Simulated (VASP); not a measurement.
# Sr (P6/mmm) in VASP: single point with PBEsol

Aim: the single point of Sr with PBEsol.

All numbers are computed with VASP 6.6.1; they aren't measurements. Logs are shortened: lines on timing, memory, paths and dates and some standing lists are left out, and cuts for length are marked.

**1. The cell of the first run**

The structure is hexagonal, space group P6/mmm (No. 191). The conventional cell has a = 4.507 Å, b = 4.507 Å, c = 4.640 Å, α = 90.00°, β = 90.00°, γ = 120.00°.

**2. Single point, PBEsol**

File INCAR:

```
SYSTEM = Sr
  PREC = Accurate
  ENCUT = 520
  EDIFF = 1E-6
  ISMEAR = -1
  SIGMA = 0.1
  LREAL = .False.
  LASPH = .True.
  NELM = 60
  ALGO = Normal
  ISIF = 2
  LWAVE = .False.
  LCHARG = .True.
  GGA = PS
  LELF = .True.
  LVHAR = .True.
  NBANDS = 11
```

File KPOINTS:

```
Automatic mesh
0
Gamma
  7 7 6
  0 0 0
```

File POSCAR:

```
Sr
1.0
    4.5071740000      0.0000000000      0.0000000000
   -2.2535870000      3.9033270000      0.0000000000
    0.0000000000      0.0000000000      4.6399810000
Sr
1
Direct
    0.0000000000      0.0000000000      0.0000000000
```

Potentials or basis: VASP PAW PBE potentials, release 64 (Sr_sv).

The run is started by

```
cat potpaw_PBE.64/Sr_sv/POTCAR > POTCAR
mpirun -np 1 vasp_std > vasp.out
```

OUTCAR:

```text
SYSTEM = Sr
   PREC = Accurate
   ENCUT = 520
   EDIFF = 1E-6
   ISMEAR = -1
   LREAL = .False.
   LASPH = .True.
   NELM = 60
   ISIF = 2
   GGA = PS

 ion  position               nearest neighbor table
   1  0.000  0.000  0.000-

  LATTYP: Found a hexagonal cell.
 ALAT       =     4.5071740000
 C/A-ratio  =     1.0294656918

  Lattice vectors:

 A1 = (   4.5071740000,   0.0000000000,   0.0000000000)
 A2 = (  -2.2535870000,   3.9033270000,   0.0000000000)
 A3 = (   0.0000000000,   0.0000000000,   4.6399810000)

Analysis of symmetry for initial positions (statically):
=====================================================================
 Subroutine PRICEL returns:
 Original cell was already a primitive cell.

 Routine SETGRP: Setting up the symmetry group for a
 hexagonal supercell.

 Subroutine GETGRP returns: Found 24 space group operations
 (whereof 24 operations were pure point group operations)
 out of a pool of 24 trial point group operations.

The static configuration has the point symmetry D_6h.

Analysis of symmetry for dynamics (positions and initial velocities):
=====================================================================
 Subroutine PRICEL returns:
 Original cell was already a primitive cell.

 Routine SETGRP: Setting up the symmetry group for a
 hexagonal supercell.

 Subroutine GETGRP returns: Found 24 space group operations
 (whereof 24 operations were pure point group operations)
 out of a pool of 24 trial point group operations.

The dynamic configuration has the point symmetry D_6h.

 Subroutine INISYM returns: Found 24 space group operations
 (whereof 24 operations are pure point group operations),
 and found     1 'primitive' translations

----------------------------------------------------------------------------------------

                                     Primitive cell

  volume of cell :      81.6311

  direct lattice vectors                    reciprocal lattice vectors
     4.507174000  0.000000000  0.000000000     0.221868515  0.128095853  0.000000000
    -2.253587000  3.903327000  0.000000000     0.000000000  0.256191705  0.000000000
     0.000000000  0.000000000  4.639981000     0.000000000  0.000000000  0.215518124

  length of vectors
     4.507174000  4.507173841  4.639981000     0.256191696  0.256191705  0.215518124

  position of ions in fractional coordinates (direct lattice)
     0.000000000  0.000000000  0.000000000

  ion indices of the primitive-cell ions
   primitive index   ion index
                 1           1

----------------------------------------------------------------------------------------

 KPOINTS: Automatic mesh

Automatic generation of k-mesh.
 Grid dimensions read from file:
 generate k-points for:    7    7    6

 Generating k-lattice:

  Cartesian coordinates                     Fractional coordinates (reciprocal lattice)
     0.031695502  0.018299408  0.000000000     0.142857143 -0.000000000  0.000000000
     0.000000000  0.036598815  0.000000000     0.000000000  0.142857143  0.000000000
     0.000000000  0.000000000  0.035919687     0.000000000  0.000000000  0.166666667

  Length of vectors
     0.036598814  0.036598815  0.035919687

  Shift w.r.t. Gamma in fractional coordinates (k-lattice)
     0.000000000  0.000000000  0.000000000

 Subroutine IBZKPT returns following result:
 ===========================================

 Found     32 irreducible k-points:

 Following reciprocal coordinates:
            Coordinates               Weight
  0.000000  0.000000  0.000000      1.000000
  0.142857 -0.000000  0.000000      6.000000
  0.285714 -0.000000  0.000000      6.000000
  0.428571 -0.000000  0.000000      6.000000
  0.142857  0.142857  0.000000      6.000000
  0.285714  0.142857  0.000000     12.000000
[... 16 lines left out ...]
  0.428571  0.142857  0.333333     12.000000
  0.285714  0.285714  0.333333     12.000000
 [... further k-points ...]
   k-points           NKPTS =     32   k-points in BZ     NKDIM =     32   number of bands    NBANDS=     11
   number of dos      NEDOS =    301   number of ions     NIONS =      1
   total plane-waves  NPLWV =  46656
   dimension x,y,z NGX =    36 NGY =   36 NGZ =   36
   dimension x,y,z NGXF=    72 NGYF=   72 NGZF=   72
   ions per type =               1
   NGX,Y,Z   is equivalent  to a cutoff of  13.28, 13.28, 12.90 a.u.
   NGXF,Y,Z  is equivalent  to a cutoff of  26.56, 26.56, 25.80 a.u.
 SYSTEM =  Sr
   PREC   = accura    normal or accurate (medium, high low for compatibility)
   ISTART =      0    job   : 0-new  1-cont  2-samecut
   ICHARG =      2    charge: 1-file 2-atom 10-const
   ISPIN  =      1    spin polarized calculation?
   LNONCOLLINEAR =      F non collinear calculations
   LSORBIT =      F    spin-orbit coupling
   LASPH  =      T    aspherical Exc in radial PAW
   ENCUT  =  520.0 eV  38.22 Ry    6.18 a.u.   8.38  8.38  8.63*2*pi/ulx,y,z
   NELM   =     60;   NELMIN=  2; NELMDL= -5     # of ELM steps
   EDIFF  = 0.1E-05   stopping-criterion for ELM
   LREAL  =      F    real-space projection
   EDIFFG = 0.1E-04   stopping-criterion for IOM
   NSW    =      0    number of steps for IOM
   IBRION =     -1    ionic relax: 0-MD 1-quasi-New 2-CG
   NFREE  =      0    steps in history (QN), initial steepest desc. (CG)
   ISIF   =      2    stress and relaxation
   ISYM   =      2    0-nonsym 1-usesym 2-fastsym
   POTIM  = 0.5000    time-step for ionic-motion
   TEBEG  =    0.0;   TEEND  =   0.0 temperature during run
   PSTRESS=    0.0 pullay stress
   NELECT =      10.0000    total number of electrons
   NUPDOWN=      -1.0000    fix difference up-down
   EMIN   =  10.00;   EMAX   =-10.00  energy-range for DOS
   EFERMI =   0.00;   METHOD = LEGACY
   ISMEAR =    -1;   SIGMA  =   0.10  broadening in eV -4-tet -1-fermi 0-gaus
   EFERMI_NEDOS =   21; number of points for ismear=-14 and -15
   IALGO  =     38    algorithm
   IMIX   =      4    mixing-type and parameters
     AMIX     =   0.40;   BMIX     =  1.00
     AMIX_MAG =   1.60;   BMIX_MAG =  1.00
  volume/ion in A,a.u.               =      81.63       550.87
  Fermi-wavevector in a.u.,A,eV,Ry     =   0.813061  1.536462  8.994374  0.661068
  Thomas-Fermi vector in A             =   1.922717
   LORBIT       =      0    0 simple, 1 ext, 2 COOP (PROOUT), +10 PAW based schemes
   GGA     = PS    functional components
   LHFCALC =     F    Hartree Fock is set to
   AEXX    =    0.0000 exact exchange contribution
   IVDW    =     0    specifies the selected vdW correction
   LEPSILON=     F    determine dielectric tensor
   LRPA    =     F    only Hartree local field effects (RPA)
 non-spin polarized calculation
  energy-cutoff  :      520.00
  volume of cell :       81.63
 maximum number of plane-waves:      2226
 NGX is ok and might be reduce to    36
   NGX = 17   NGY = 17   NGZ = 17

 number of electron      10.0000000 magnetization

 Free energy of the ion-electron system (eV)
  ---------------------------------------------------
  ext. energy  EPLUGINS =         0.00000000
  ---------------------------------------------------
  free energy    TOTEN  =        -1.39731768 eV

  energy without entropy =       -1.34072362  energy(sigma->0) =       -1.36902065

 E-fermi :   0.2986     XC(G=0):  -6.2842

 val. band max:        0.2837783949   @ k =   0.4286   0.1429   0.0000
 cond. band min:       0.3397597756   @ k =   0.4286   0.1429   0.1667
 fundamental gap:      0.0559813807
 Fermi energy:         0.2985933775

 k-point     1 :       0.0000    0.0000    0.0000
  band No.  band energies     occupation
      1     -36.9903      2.00000
      2     -18.9530      2.00000
      3     -18.8895      2.00000
      4     -18.8895      2.00000
      5      -2.7007      2.00000
      6       1.0652      0.00094
      7       2.3251      0.00000
      8       2.3251      0.00000
      9       3.9428      0.00000
     10       3.9428      0.00000
     11       4.7928      0.00000

 k-point     2 :       0.1429   -0.0000    0.0000
  band No.  band energies     occupation
      1     -36.9895      2.00000
      2     -18.9513      2.00000
      3     -18.9046      2.00000
      4     -18.8932      2.00000
      5      -2.4558      2.00000
      6       1.1746      0.00031
      7       1.9502      0.00000
      8       2.5451      0.00000
      9       3.3866      0.00000
     10       3.8835      0.00000
     11       5.5636      0.00000

 k-point     3 :       0.2857   -0.0000    0.0000
  band No.  band energies     occupation
      1     -36.9878      2.00000
      2     -18.9476      2.00000
      3     -18.9382      2.00000
      4     -18.9015      2.00000
      5      -1.7690      2.00000
      6       1.2448      0.00016
      7       1.3714      0.00004
      8       2.8109      0.00000
      9       3.1696      0.00000
     10       3.7570      0.00000
     11       5.0570      0.00000

 k-point     4 :       0.4286   -0.0000    0.0000
  band No.  band energies     occupation
      1     -36.9864      2.00000
      2     -18.9648      2.00000
      3     -18.9447      2.00000
      4     -18.9081      2.00000
      5      -0.8313      1.99998
      6       0.4990      0.23764
      7       1.3467      0.00006
      8       2.5104      0.00000
      9       3.6615      0.00000
     10       4.0425      0.00000
     11       4.5296      0.00000

 k-point     5 :       0.1429    0.1429    0.0000
  band No.  band energies     occupation
      1     -36.9883      2.00000
      2     -18.9487      2.00000
      3     -18.9268      2.00000
      4     -18.9013      2.00000
      5      -1.9869      2.00000
      6       1.3322      0.00006
      7       1.4594      0.00002
      8       2.9396      0.00000
      9       2.9703      0.00000
     10       3.7324      0.00000
     11       5.3966      0.00000
[... 211 lines left out ...]
 k-point    21 :       0.1429    0.1429    0.3333
  band No.  band energies     occupation
      1     -36.9873      2.00000
      2     -18.9777      2.00000
      3     -18.9242      2.00000
      4     -18.8991      2.00000
      5      -1.2070      2.00000
      6       0.7340      0.02537
      7       1.7213      0.00000
      8       2.6238      0.00000
      9       2.9756      0.00000
     10       3.1667      0.00000
     11       4.6512      0.00000

 k-point    22 :       0.2857    0.1429    0.3333
  band No.  band energies     occupation
      1     -36.9858      2.00000
      2     -18.9738      2.00000
      3     -18.9497      2.00000
      4     -18.9107      2.00000
      5      -0.4101      1.99833
      6       0.9699      0.00243
      7       1.4345      0.00002
      8       2.1862      0.00000
      9       2.6169      0.00000
     10       3.9763      0.00000
     11       4.8581      0.00000

 k-point    23 :       0.4286    0.1429    0.3333
  band No.  band energies     occupation
      1     -36.9851      2.00000
      2     -18.9721      2.00000
      3     -18.9608      2.00000
      4     -18.9160      2.00000
      5       0.3817      0.60681
      6       0.4818      0.27600
      7       1.7914      0.00000
      8       1.8886      0.00000
      9       2.4493      0.00000
     10       4.2296      0.00000
     11       4.5984      0.00000

 k-point    24 :       0.2857    0.2857    0.3333
  band No.  band energies     occupation
      1     -36.9849      2.00000
      2     -18.9716      2.00000
      3     -18.9504      2.00000
      4     -18.9305      2.00000
      5       0.3931      0.55966
      6       0.9542      0.00284
      7       1.5830      0.00001
      8       1.9609      0.00000
      9       2.0067      0.00000
     10       3.8889      0.00000
     11       4.8978      0.00000

 [... further k-points ...]
[... 5 lines left out ...]
  --------------------------------------------------------------------------------------
  -------------------------------------------------------------------------------------
  Total       -0.9068441     -0.9068440     -1.0104528      0.0000000     -0.0000000      0.0000000
  in kB      -17.7986775    -17.7986758    -19.8322127      0.0000000     -0.0000000      0.0000000
  external PRESSURE =     -18.4765220 kB  Pullay stress =       0.0000000 kB

 VOLUME and BASIS-vectors are now :
 -----------------------------------------------------------------------------
  energy-cutoff  :      520.00
  volume of cell :       81.63
      direct lattice vectors                 reciprocal lattice vectors
     4.507174000  0.000000000  0.000000000     0.221868515  0.128095853  0.000000000
    -2.253587000  3.903327000  0.000000000     0.000000000  0.256191705  0.000000000
     0.000000000  0.000000000  4.639981000     0.000000000  0.000000000  0.215518124

 POSITION                                       TOTAL-FORCE (eV/Angst)
 -----------------------------------------------------------------------------------
      0.00000      0.00000      0.00000         0.000000      0.000000      0.000000
 -----------------------------------------------------------------------------------
    total drift:                                0.000000     -0.000000     -0.000000

  FREE ENERGIE OF THE ION-ELECTRON SYSTEM (eV)
  ---------------------------------------------------
  free  energy   TOTEN  =        -1.3973176840 eV

  energy  without entropy=       -1.3407236171  energy(sigma->0) =       -1.36902065
```

Wall time 21 s (1 thread of Intel Xeon Platinum 8488C (Sapphire Rapids), shared host); peak memory 0.2 GiB.

What came out:

```
Free energy            : -1.3973 eV
Pressure               : -1.8 GPa
Band gap on the k mesh : zero (band 5 reaches 0.77 eV, above the bottom of band 6 at -0.20 eV)
```

Caveat: the PAW data sets were made with another functional, which shifts forces and pressure a little.
